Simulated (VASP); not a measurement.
# LiF (P6_3/mmc) in VASP: settings compared

LiF is run at these levels: PBE, r2SCAN; tasks: single point.

Everything below comes from runs of VASP 6.6.1. Logs are shortened: lines on timing, memory, paths and dates and some standing lists are left out, and cuts for length are marked.

## Step 1: The cell of the first run

It takes space group P6_3/mmc (No. 194, hexagonal). The conventional cell has a = 2.886 Å, b = 2.886 Å, c = 4.973 Å, α = 90.00°, β = 90.00°, γ = 120.00°. Li (site symmetry -3m) has 6 F at 2.08 Å and 2 Li at 2.49 Å within 2.8 Å. Within 2.8 Å of F (site symmetry -6m2) lie 6 Li at 2.08 Å.

## Step 2: Single point, PBE (volume changed by +6%)

File INCAR:

```
SYSTEM = LiF
ALGO = Normal ; EDIFF = 1E-6
ENCUT = 520 ; GGA = PE
ISIF = 2 ; ISMEAR = 0
LASPH = .TRUE. ; LCHARG = .FALSE.
LREAL = .FALSE. ; LWAVE = .FALSE.
NBANDS = 18 ; NELM = 100
PREC = Accurate ; SIGMA = 0.01
```

File KPOINTS:

```
k-points
0
G
  9 9 4
  0 0 0
```

File POSCAR:

```
LiF
1.0
    2.8855728761      0.0000000000      0.0000000000
   -1.4427864380      2.4989794152      0.0000000000
    0.0000000000      0.0000000000      4.9728776558
Li F
2 2
Direct
    0.0000000000      0.0000000000      0.0000000000
    0.0000000000      0.0000000000      0.5000000000
    0.3333333333      0.6666666667      0.2500000000
    0.6666666667      0.3333333333      0.7500000000
```

Potentials or basis: VASP PAW PBE potentials, release 64 (Li_sv, F).

The run is started by

```sh
$ cat potpaw_PBE.64/Li_sv/POTCAR potpaw_PBE.64/F/POTCAR > POTCAR
$ mpirun -np 1 vasp_std > vasp.out
```

OUTCAR:

```text
SYSTEM = LiF
   EDIFF = 1E-6
   ENCUT = 520
   GGA = PE
   ISIF = 2
   ISMEAR = 0
   LASPH = .TRUE.
   LREAL = .FALSE.
   NELM = 100
   PREC = Accurate

 ion  position               nearest neighbor table
   1  0.000  0.000  0.000-   3 2.08   4 2.08   3 2.08   4 2.08   4 2.08   3 2.08   2 2.49   2 2.49

   2  0.000  0.000  0.500-   3 2.08   4 2.08   3 2.08   4 2.08   4 2.08   3 2.08   1 2.49   1 2.49

   3  0.333  0.667  0.250-   1 2.08   2 2.08   1 2.08   2 2.08   1 2.08   2 2.08
   4  0.667  0.333  0.750-   1 2.08   2 2.08   1 2.08   2 2.08   1 2.08   2 2.08

  LATTYP: Found a hexagonal cell.
 ALAT       =     2.8855728761
 C/A-ratio  =     1.7233588855

  Lattice vectors:

 A1 = (   2.8855728761,   0.0000000000,   0.0000000000)
 A2 = (  -1.4427864380,   2.4989794152,   0.0000000000)
 A3 = (   0.0000000000,   0.0000000000,   4.9728776558)

Analysis of symmetry for initial positions (statically):
=====================================================================
 Subroutine PRICEL returns:
 Original cell was already a primitive cell.

 Routine SETGRP: Setting up the symmetry group for a
 hexagonal supercell.

 Subroutine GETGRP returns: Found 24 space group operations
 (whereof 12 operations were pure point group operations)
 out of a pool of 24 trial point group operations.

The static configuration has the point symmetry D_3d.
 The point group associated with its full space group is D_6h.

Analysis of symmetry for dynamics (positions and initial velocities):
=====================================================================
 Subroutine PRICEL returns:
 Original cell was already a primitive cell.

 Routine SETGRP: Setting up the symmetry group for a
 hexagonal supercell.

 Subroutine GETGRP returns: Found 24 space group operations
 (whereof 12 operations were pure point group operations)
 out of a pool of 24 trial point group operations.

The dynamic configuration has the point symmetry D_3d.
 The point group associated with its full space group is D_6h.

 Subroutine INISYM returns: Found 24 space group operations
 (whereof 12 operations are pure point group operations),
 and found     1 'primitive' translations

----------------------------------------------------------------------------------------

                                     Primitive cell

  volume of cell :      35.8594

  direct lattice vectors                    reciprocal lattice vectors
     2.885572876  0.000000000  0.000000000     0.346551636  0.200081680  0.000000000
    -1.442786438  2.498979415  0.000000000     0.000000000  0.400163360  0.000000000
     0.000000000  0.000000000  4.972877656     0.000000000  0.000000000  0.201090811

  length of vectors
     2.885572876  2.885572876  4.972877656     0.400163360  0.400163360  0.201090811

  position of ions in fractional coordinates (direct lattice)
     0.000000000  0.000000000  0.000000000
     0.000000000  0.000000000  0.500000000
     0.333333333  0.666666667  0.250000000
     0.666666667  0.333333333  0.750000000

  ion indices of the primitive-cell ions
   primitive index   ion index
                 1           1
                 2           2
                 3           3
                 4           4

----------------------------------------------------------------------------------------

 KPOINTS: k-points

Automatic generation of k-mesh.
 Grid dimensions read from file:
 generate k-points for:    9    9    4

 Generating k-lattice:

  Cartesian coordinates                     Fractional coordinates (reciprocal lattice)
     0.038505737  0.022231298  0.000000000     0.111111111  0.000000000  0.000000000
     0.000000000  0.044462596  0.000000000     0.000000000  0.111111111  0.000000000
     0.000000000  0.000000000  0.050272703     0.000000000  0.000000000  0.250000000

  Length of vectors
     0.044462596  0.044462596  0.050272703

  Shift w.r.t. Gamma in fractional coordinates (k-lattice)
     0.000000000  0.000000000  0.000000000

 Subroutine IBZKPT returns following result:
 ===========================================

 Found     36 irreducible k-points:

 Following reciprocal coordinates:
            Coordinates               Weight
  0.000000  0.000000  0.000000      1.000000
  0.111111  0.000000  0.000000      6.000000
  0.222222  0.000000  0.000000      6.000000
  0.333333  0.000000  0.000000      6.000000
  0.444444  0.000000  0.000000      6.000000
  0.111111  0.111111  0.000000      6.000000
[... 16 lines left out ...]
  0.333333  0.222222  0.250000     24.000000
  0.333333  0.333333  0.250000      4.000000
 [... further k-points ...]
   k-points           NKPTS =     36   k-points in BZ     NKDIM =     36   number of bands    NBANDS=     18
   number of dos      NEDOS =    301   number of ions     NIONS =      4
   total plane-waves  NPLWV =  23040
   dimension x,y,z NGX =    24 NGY =   24 NGZ =   40
   dimension x,y,z NGXF=    48 NGYF=   48 NGZF=   80
   ions per type =               2   2
   NGX,Y,Z   is equivalent  to a cutoff of  13.83, 13.83, 13.37 a.u.
   NGXF,Y,Z  is equivalent  to a cutoff of  27.65, 27.65, 26.74 a.u.
 SYSTEM =  LiF
   PREC   = accura    normal or accurate (medium, high low for compatibility)
   ISTART =      0    job   : 0-new  1-cont  2-samecut
   ICHARG =      2    charge: 1-file 2-atom 10-const
   ISPIN  =      1    spin polarized calculation?
   LNONCOLLINEAR =      F non collinear calculations
   LSORBIT =      F    spin-orbit coupling
   LASPH  =      T    aspherical Exc in radial PAW
   ENCUT  =  520.0 eV  38.22 Ry    6.18 a.u.   5.37  5.37  9.25*2*pi/ulx,y,z
   NELM   =    100;   NELMIN=  2; NELMDL= -5     # of ELM steps
   EDIFF  = 0.1E-05   stopping-criterion for ELM
   LREAL  =      F    real-space projection
   EDIFFG = 0.1E-04   stopping-criterion for IOM
   NSW    =      0    number of steps for IOM
   IBRION =     -1    ionic relax: 0-MD 1-quasi-New 2-CG
   NFREE  =      0    steps in history (QN), initial steepest desc. (CG)
   ISIF   =      2    stress and relaxation
   ISYM   =      2    0-nonsym 1-usesym 2-fastsym
   POTIM  = 0.5000    time-step for ionic-motion
   TEBEG  =    0.0;   TEEND  =   0.0 temperature during run
   PSTRESS=    0.0 pullay stress
   NELECT =      20.0000    total number of electrons
   NUPDOWN=      -1.0000    fix difference up-down
   EMIN   =  10.00;   EMAX   =-10.00  energy-range for DOS
   EFERMI =   0.00;   METHOD = LEGACY
   ISMEAR =     0;   SIGMA  =   0.01  broadening in eV -4-tet -1-fermi 0-gaus
   EFERMI_NEDOS =   21; number of points for ismear=-14 and -15
   IALGO  =     38    algorithm
   IMIX   =      4    mixing-type and parameters
     AMIX     =   0.40;   BMIX     =  1.00
     AMIX_MAG =   1.60;   BMIX_MAG =  1.00
  volume/ion in A,a.u.               =       8.96        60.50
  Fermi-wavevector in a.u.,A,eV,Ry     =   1.347568  2.546534 24.707354  1.815939
  Thomas-Fermi vector in A             =   2.475308
   LORBIT       =      0    0 simple, 1 ext, 2 COOP (PROOUT), +10 PAW based schemes
   GGA     = PE    functional components
   LHFCALC =     F    Hartree Fock is set to
   AEXX    =    0.0000 exact exchange contribution
   IVDW    =     0    specifies the selected vdW correction
   LEPSILON=     F    determine dielectric tensor
   LRPA    =     F    only Hartree local field effects (RPA)
 non-spin polarized calculation
 Gauss-broadening in eV      SIGMA  =   0.01
  energy-cutoff  :      520.00
  volume of cell :       35.86
 maximum number of plane-waves:      1002
 NGX is ok and might be reduce to    24
   NGX = 11   NGY = 11   NGZ = 19

 number of electron      19.9999977 magnetization

 Free energy of the ion-electron system (eV)
  ---------------------------------------------------
  ext. energy  EPLUGINS =         0.00000000
  ---------------------------------------------------
  free energy    TOTEN  =       -19.08701436 eV

  energy without entropy =      -19.08701436  energy(sigma->0) =      -19.08701436

 E-fermi :  -1.3088     XC(G=0):  -9.5332

 val. band max:       -1.4535805550   @ k =   0.0000   0.0000   0.0000
 cond. band min:       6.7825998047   @ k =   0.0000   0.0000   0.0000
 fundamental gap:      8.2361803597
 Fermi energy:        -1.3088053468

 k-point     1 :       0.0000    0.0000    0.0000
  band No.  band energies     occupation
      1     -42.8378      2.00000
      2     -42.7754      2.00000
      3     -21.2742      2.00000
      4     -20.9825      2.00000
      5      -3.8219      2.00000
      6      -1.7182      2.00000
[... 10 lines left out ...]
     17      20.5731      0.00000
     18      20.5731      0.00000

 k-point     2 :       0.1111    0.0000    0.0000
  band No.  band energies     occupation
      1     -42.8339      2.00000
      2     -42.7724      2.00000
      3     -21.2339      2.00000
      4     -20.9463      2.00000
      5      -3.7637      2.00000
      6      -1.9432      2.00000
[... 10 lines left out ...]
     17      19.6983      0.00000
     18      20.0722      0.00000

 k-point     3 :       0.2222    0.0000    0.0000
  band No.  band energies     occupation
      1     -42.8241      2.00000
      2     -42.7653      2.00000
      3     -21.1269      2.00000
      4     -20.8579      2.00000
      5      -3.5949      2.00000
      6      -2.6576      2.00000
[... 10 lines left out ...]
     17      17.7571      0.00000
     18      18.3352      0.00000

 k-point     4 :       0.3333    0.0000    0.0000
  band No.  band energies     occupation
      1     -42.8130      2.00000
      2     -42.7572      2.00000
      3     -20.9926      2.00000
      4     -20.7626      2.00000
      5      -3.3472      2.00000
      6      -3.3287      2.00000
[... 375 lines left out ...]
      4     -20.7614      2.00000
      5      -3.5753      2.00000
      6      -3.2890      2.00000
[... 10 lines left out ...]
     17      18.0173      0.00000
     18      19.8526      0.00000

 k-point    23 :       0.3333    0.2222    0.2500
  band No.  band energies     occupation
      1     -42.7948      2.00000
      2     -42.7573      2.00000
      3     -20.8055      2.00000
      4     -20.7282      2.00000
      5      -3.6307      2.00000
      6      -3.5119      2.00000
[... 10 lines left out ...]
     17      18.0058      0.00000
     18      19.7461      0.00000

 k-point    24 :       0.3333    0.3333    0.2500
  band No.  band energies     occupation
      1     -42.7930      2.00000
      2     -42.7558      2.00000
      3     -20.7459      2.00000
      4     -20.7459      2.00000
      5      -3.4404      2.00000
      6      -3.4404      2.00000
[... 10 lines left out ...]
     17      18.1464      0.00000
     18      20.9303      0.00000

 [... further k-points ...]

------------------------ aborting loop because EDIFF is reached ----------------------------------------

  FORCE on cell =-STRESS in cart. coord.  units (eV):
  Direction    XX          YY          ZZ          XY          YZ          ZX
  --------------------------------------------------------------------------------------
  -------------------------------------------------------------------------------------
  Total       -0.8748669     -0.8748669     -0.8825221     -0.0000000     -0.0000000      0.0000000
  in kB      -39.0885943    -39.0885943    -39.4306263     -0.0000000     -0.0000000      0.0000000
  external PRESSURE =     -39.2026049 kB  Pullay stress =       0.0000000 kB

 VOLUME and BASIS-vectors are now :
 -----------------------------------------------------------------------------
  energy-cutoff  :      520.00
  volume of cell :       35.86
      direct lattice vectors                 reciprocal lattice vectors
     2.885572876  0.000000000  0.000000000     0.346551636  0.200081680  0.000000000
    -1.442786438  2.498979415  0.000000000     0.000000000  0.400163360  0.000000000
     0.000000000  0.000000000  4.972877656     0.000000000  0.000000000  0.201090811

 POSITION                                       TOTAL-FORCE (eV/Angst)
 -----------------------------------------------------------------------------------
      0.00000      0.00000      0.00000         0.000000      0.000000     -0.000000
      0.00000      0.00000      2.48644         0.000000      0.000000     -0.000000
     -0.00000      1.66599      1.24322        -0.000000      0.000000      0.000000
      1.44279      0.83299      3.72966         0.000000     -0.000000     -0.000000
 -----------------------------------------------------------------------------------
    total drift:                               -0.000000      0.000000     -0.000000

  FREE ENERGIE OF THE ION-ELECTRON SYSTEM (eV)
  ---------------------------------------------------
  free  energy   TOTEN  =       -19.0870143625 eV

  energy  without entropy=      -19.0870143625  energy(sigma->0) =      -19.08701436
```

Run time: 9.6 s. Hardware: 1 thread of Intel Xeon 6975P-C (Granite Rapids), shared host; peak memory 0.15 GiB.

Results:

| Property | Result |
| --- | --- |
| Free energy | -19.0870 eV |
| Band gap on the k mesh | 8.24 eV, direct |

Levels at points of the mesh, in eV from the valence-band top:
| k point | band 6 | band 7 | band 8 | band 9 | band 10 | band 11 | band 12 | band 13 | band 14 | band 15 |
| --- | --- | --- | --- | --- | --- | --- | --- | --- | --- | --- |
| (0.00, 0.00, 0.00) | -0.26 | -0.15 | -0.15 | 0.00 | 0.00 | 8.24 | 10.20 | 15.14 | 19.09 | 19.09 |
| (0.00, 0.00, 0.50) | -1.42 | -0.07 | -0.07 | -0.07 | -0.07 | 9.55 | 9.55 | 16.28 | 16.28 | 19.89 |

Caveat: the cutoff is under 1.25 times the usual one of these potentials, so pressure, stress and relaxed cells hold a basis-set (Pulay) error. A k mesh can miss the band edges.

## Step 3: Single point, r2SCAN (volume changed by -6%)

File POSCAR:

```
LiF
1.0
    2.7190445733      0.0000000000      0.0000000000
   -1.3595222867      2.3547616745      0.0000000000
    0.0000000000      0.0000000000      4.6850604556
Li F
2 2
Direct
    0.0000000000      0.0000000000      0.0000000000
    0.0000000000      0.0000000000      0.5000000000
    0.3333333333      0.6666666667      0.2500000000
    0.6666666667      0.3333333333      0.7500000000
```

File INCAR.step1:

```
SYSTEM = LiF
PREC = Accurate
ENCUT = 520
ISMEAR = 0
SIGMA = 0.01
LREAL = .False.
LASPH = .True.
NELM = 80
NBANDS = 18
GGA = PE
ALGO = Normal
EDIFF = 1E-4
LWAVE = .True.
LCHARG = .False.
```

File INCAR.step2:

```
SYSTEM = LiF
PREC = Accurate
ENCUT = 520
EDIFF = 1E-6
ISMEAR = 0
SIGMA = 0.01
LREAL = .False.
LASPH = .True.
NELM = 80
ALGO = Normal
ISIF = 2
LWAVE = .False.
LCHARG = .False.
METAGGA = R2SCAN
LMIXTAU = .True.
NBANDS = 18
ISTART = 1
```

File KPOINTS:

```
regular mesh
0
Gamma
  9 9 4
  0 0 0
```

Potentials or basis: VASP PAW PBE potentials, release 64 (Li_sv, F).

The run is started by

```sh
$ cat potpaw_PBE.64/Li_sv/POTCAR potpaw_PBE.64/F/POTCAR > POTCAR
$ cp INCAR.step1 INCAR
$ mpirun -np 1 vasp_std > vasp.out
$ cp INCAR.step2 INCAR
$ mpirun -np 1 vasp_std > vasp.out
```

OUTCAR:

```text
SYSTEM = LiF
   PREC = Accurate
   ENCUT = 520
   EDIFF = 1E-6
   ISMEAR = 0
   LREAL = .False.
   LASPH = .True.
   NELM = 80
   ISIF = 2
   METAGGA = R2SCAN
   ISTART = 1

 ion  position               nearest neighbor table
   1  0.000  0.000  0.000-   3 1.96   4 1.96   4 1.96   3 1.96   4 1.96   3 1.96   2 2.34   2 2.34

   2  0.000  0.000  0.500-   3 1.96   4 1.96   4 1.96   3 1.96   4 1.96   3 1.96   1 2.34   1 2.34

   3  0.333  0.667  0.250-   1 1.96   2 1.96   1 1.96   2 1.96   1 1.96   2 1.96
[... 702 lines left out ...]

 [... further k-points ...]
[... 5 lines left out ...]
  --------------------------------------------------------------------------------------
  -------------------------------------------------------------------------------------
  Total        0.8571542      0.8571542      0.9528296     -0.0000000     -0.0000000      0.0000000
  in kB       45.7816067     45.7816067     50.8917447     -0.0000000     -0.0000000      0.0000000
  external PRESSURE =      47.4849860 kB  Pullay stress =       0.0000000 kB

 VOLUME and BASIS-vectors are now :
 -----------------------------------------------------------------------------
  energy-cutoff  :      520.00
  volume of cell :       30.00
      direct lattice vectors                 reciprocal lattice vectors
     2.719044573  0.000000000  0.000000000     0.367776244  0.212335713  0.000000000
    -1.359522287  2.354761675  0.000000000     0.000000000  0.424671427  0.000000000
     0.000000000  0.000000000  4.685060456     0.000000000  0.000000000  0.213444418

 POSITION                                       TOTAL-FORCE (eV/Angst)
 -----------------------------------------------------------------------------------
      0.00000      0.00000      0.00000         0.000000      0.000000      0.000000
      0.00000      0.00000      2.34253         0.000000      0.000000      0.000000
     -0.00000      1.56984      1.17127         0.000000     -0.000000     -0.000000
      1.35952      0.78492      3.51380        -0.000000      0.000000     -0.000000
 -----------------------------------------------------------------------------------
    total drift:                                0.000000     -0.000000      0.000000

  FREE ENERGIE OF THE ION-ELECTRON SYSTEM (eV)
  ---------------------------------------------------
  free  energy   TOTEN  =       -23.5897343674 eV

  energy  without entropy=      -23.5897343674  energy(sigma->0) =      -23.58973437
```

Run time: 33 s. Hardware: 1 thread of Intel Xeon 6975P-C (Granite Rapids), shared host; peak memory 0.14 GiB.

What came out:

```yaml
Free_energy: -23.5897 eV
Band_gap_on_the_k_mesh: 11.02 eV, direct
```

Caveat: the cutoff is under 1.25 times the usual one of these potentials, so pressure, stress and relaxed cells hold a basis-set (Pulay) error; the PAW data sets were made with another functional, which shifts forces and pressure a little.
